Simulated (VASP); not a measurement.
Set up this calculation in VASP 6.6.1, as the native input.

```yaml
Task: single point
Functional: PBE
Potentials_or_basis: VASP PAW PBE potentials, release 64 (Si, H, C)
Cutoff: 520 eV
k_mesh: 12 × 12 × 8
Occupations: gaussian, width 0.1 eV
Spin: no spin polarisation
Dipole_correction: no
Further_INCAR_settings: ALGO = Normal; EDIFF = 1e-07; NBANDS = 18
```

The structure of SiHC lies in POSCAR:

```
SiHC
1.0
    2.9716062535      0.0000000000      0.0000000000
    0.0000000000      2.9716062535      0.0000000000
    0.0000000000      0.0000000000      5.5307075752
Si H C
2 2 2
Direct
    0.0000000000      0.0000000000      0.7500000000
    0.0000000000      0.0000000000      0.2500000000
    0.5000000000      0.5000000000      0.0000000000
    0.5000000000      0.5000000000      0.5000000000
    0.5000000000      0.0000000000      0.5000000000
    0.0000000000      0.5000000000      0.0000000000
```

The cell was generated, and may not be a known phase.

One way to write it, as run:

INCAR

```
  ALGO = Normal
  EDIFF = 1E-7
  ENCUT = 520
  GGA = PE
  ISIF = 2
  ISMEAR = 0
  LASPH = T
  LCHARG = F
  LREAL = F
  LWAVE = F
  NBANDS = 18
  NELM = 80
  PREC = Accurate
  SIGMA = 0.1
```

KPOINTS

```
k-points
0
Gamma
  12 12 8
```

Potentials or basis: VASP PAW PBE potentials, release 64 (Si, H, C).

Run with:

```sh
$ cat potpaw_PBE.64/Si/POTCAR potpaw_PBE.64/H/POTCAR potpaw_PBE.64/C/POTCAR > POTCAR
$ mpirun -np 1 vasp_std > vasp.out
```

Results of the run:

```json
{"Pressure": "0.0 GPa", "Band gap on the k mesh": "zero (bands 9 and 10 overlap by 3.51 eV)"}
```

It took 2.4 min on 1 thread of Intel Xeon 8259CL, with other jobs on the host, peak memory 0.24 GiB.
